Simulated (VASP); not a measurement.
Here is a VASP 6.6.1 calculation.

File INCAR:

```
PREC     = Accurate       # precision mode
ENCUT    = 600            # plane-wave cutoff, eV
EDIFF    = 1E-6           # SCF threshold, eV
ISMEAR   = 0              # smearing method
SIGMA    = 0.01           # smearing width, eV
LREAL    = False          # projectors in reciprocal space
LASPH    = True           # aspherical terms in the spheres
NELM     = 80             # most SCF steps
ALGO     = Normal         # electronic algorithm
ISIF     = 3              # what is computed and relaxed
LWAVE    = False          # write WAVECAR
LCHARG   = False          # write CHGCAR
GGA      = PS             # functional
IBRION   = 2              # ionic algorithm
NSW      = 100            # ionic steps
EDIFFG   = -0.002         # ionic threshold
PSTRESS  = 70.0
```

Contents of KPOINTS:

```
regular mesh
0
Gamma
  10 10 10
```

POSCAR

```
C
1.0
    0.0000000000      1.7769046376      1.7769046376
    1.7769046376      0.0000000000      1.7769046376
    1.7769046376      1.7769046376      0.0000000000
C
2
Direct
    0.5000000000      0.5000000000      0.5000000000
    0.7500000000      0.7500000000      0.7500000000
```

Potentials or basis: VASP PAW PBE potentials, release 64 (C).

Launch:

```console
$ cat potpaw_PBE.64/C/POTCAR > POTCAR
$ mpirun -np 1 vasp_std > vasp.out
```

Q: Estimate the space group after relaxing (to 0.05 Å).

A: Fd-3m (No. 227).

Q: Estimate the relaxed volume.

A: 5.53 Å³/atom.

Q: Predict the relaxed cell.

A: a = 2.501 Å, b = 2.501 Å, c = 2.501 Å, α = 60.00°, β = 60.00°, γ = 60.00°.

Final structure:
```
C
1.0
     0.00000    1.76856    1.76856
     1.76856    0.00000    1.76856
     1.76856    1.76856    0.00000
C
2
Direct
  0.50000 0.50000 0.50000
  0.75000 0.75000 0.75000
```

Caveat: the cell is relaxed towards a set pressure, so the enthalpy falls and the energy may rise; the PAW data sets were made with another functional, which shifts forces and pressure a little.
